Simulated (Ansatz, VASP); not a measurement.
**ZrC in VASP and in Ansatz**

```
Zr C
1.0
     0.00000    2.35430    2.35430
     2.35430    0.00000    2.35430
     2.35430    2.35430    0.00000
Zr C
1 1
Direct
  0.50000 0.50000 0.50000
  0.00000 0.00000 0.00000
```

Alike in both runs: functional PBE; k mesh 16 × 16 × 16; occupations gaussian, width 0.1 eV; no spin polarisation.

Ansatz relaxed the structure, and its values are those at the end. VASP's run is a single point on that final structure, the one shown.

```csv
,VASP,Ansatz
version,VASP 6.6.1,Ansatz 0.2.0
potentials or method,"VASP PAW PBE potentials, release 64 (Zr_sv, C), cutoff 600 eV","scalar-relativistic, plane waves, PAW"
valence electrons in the cell,16,16
```

VASP gave:

```
gap on the k mesh at the Fermi level (eV) : none
pressure (GPa)                            : 0.2
```

Task: What did Ansatz give for the same quantities?

Result: gap on the k mesh at the Fermi level (eV): none; pressure (GPa): 0.0.

A gap of «none» marks a metal or a gap that the smearing closes. With one functional, cell and mesh, what is left measures potentials, basis and numerics.
